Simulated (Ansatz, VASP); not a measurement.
**MgO: VASP beside Ansatz**

```
Mg O
1.0
     0.00000    2.10207    2.10207
     2.10207    0.00000    2.10207
     2.10207    2.10207    0.00000
Mg O
1 1
Cartesian
  0.0000 0.0000 0.0000
  2.1021 2.1021 2.1021
```

Alike in both runs: functional r2SCAN; k mesh 15 × 15 × 15; occupations fermi-dirac, width 0.05 eV; no spin polarisation.

Ansatz relaxed the structure, and its values are those at the end. VASP's run is a single point on that final structure, the one shown.

|  | VASP | Ansatz |
| --- | --- | --- |
| version | VASP 6.6.1 | Ansatz 0.2.0 |
| potentials or method | VASP PAW PBE potentials, release 64 (Mg, O) | PAW with Ansatz's default frozen-core files, scalar-relativistic |
| plane-wave cutoff (eV) | 520 | 500 |
| valence electrons in the cell | 8 | 16 |

|  | VASP | Ansatz | Ansatz less VASP |
| --- | --- | --- | --- |
| pressure (GPa) | -1.1 | 0.0 | +1.15 |

VASP's potentials were made for PBE, not for r2SCAN. With one functional, cell and mesh, what is left measures potentials, basis and numerics. VASP's potentials hold 8 valence electrons a cell and Ansatz's 16, so a difference there can come from the potentials and not from the codes.
